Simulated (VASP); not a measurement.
NaH: single point with PBEsol

The system is NaH.

```xyz
2
Lattice="2.3957 2.3957 0.0000 -2.3957 2.3957 0.0000 0.0000 2.3957 2.3957" Properties=species:S:1:pos:R:3 pbc="T T T"
Na    0.0000    0.0000    0.0000
H     0.0000    2.3957    0.0000
```

```json
{
 "Program": "VASP 6.6.1",
 "Task": "single point",
 "Functional": "PBEsol",
 "Potentials or basis": "VASP PAW PBE potentials, release 64 (Na_pv, H)",
 "Cutoff": "520 eV",
 "k mesh": "12 × 12 × 12",
 "Occupations": "fermi-dirac, width 0.08 eV",
 "Spin": "no spin polarisation"
}
```

```
Pressure               : 0.0 GPa
Band gap on the k mesh : 3.60 eV (least direct gap 4.51 eV)
```

Levels at points of the mesh, in eV from the valence-band top:
```
           k point  band 2  band 3  band 4  band 5  band 6  band 7
(0.00, 0.00, 0.00)  -21.96  -21.96   -3.80   10.64   15.59   15.59
(0.50, 0.00, 0.00)  -21.97  -21.97   -0.91    3.60   10.80   13.39
(0.50, 0.50, 0.00)  -21.99  -21.99   -0.19    4.46    9.87   10.66
```

It took 33 s on 1 thread of AMD EPYC 7R13, on a shared host, peak memory 0.13 GiB.

Caveat: the PAW data sets were made with another functional, which shifts forces and pressure a little. A k mesh can miss the band edges.
